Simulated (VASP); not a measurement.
Input of a VASP 6.6.1 run:

Contents of INCAR:

```
  ALGO = Normal
  EDIFF = 1E-6
  EDIFFG = -0.01
  ENCUT = 600
  GGA = PE
  IBRION = 2
  ISIF = 3
  ISMEAR = 0
  LASPH = T
  LCHARG = F
  LREAL = F
  LWAVE = F
  NELM = 60
  NSW = 100
  PREC = Accurate
  SIGMA = 0.1
```

The input KPOINTS:

```
k-points
0
Gamma
  12 12 12
```

Contents of POSCAR:

```
AlC2
1.0
   -2.3279249384      2.3279249384      2.7345100142
    2.3279249384     -2.3279249384      2.7345100142
    2.3279249384      2.3279249384     -2.7345100142
Al C
2 4
Direct
    0.2500000000      0.2500000000      0.0000000000
    0.7500000000      0.7500000000      0.0000000000
    0.5990918675      0.0990918675      0.6981837351
    0.0990918675      0.4009081325      0.5000000000
    0.4009081325      0.9009081325      0.3018162649
    0.9009081325      0.5990918675      0.5000000000
```

Potentials or basis: VASP PAW PBE potentials, release 64 (Al, C).

Launch:

```sh
$ cat potpaw_PBE.64/Al/POTCAR potpaw_PBE.64/C/POTCAR > POTCAR
$ mpirun -np 1 vasp_std > vasp.out
```

Q: Estimate the space group after relaxing (to 0.1 Å).

A: I4/mcm (No. 140).

Q: Predict the relaxed volume.

A: 9.86 Å³/atom.

Step by step:
| step | energy change (eV) | largest force (eV/Å) | pressure (GPa) | volume (Å³) |
| --- | --- | --- | --- | --- |
| 1 | 0.0000 | 0.1928 | 0.19 | 59.28 |
| 2 | 0.0103 | 0.6579 | -2.32 | 59.37 |
| 3 | -0.0008 | 0.0065 | -0.34 | 59.30 |
| 4 | -0.0010 | 0.0026 | -0.07 | 59.15 |
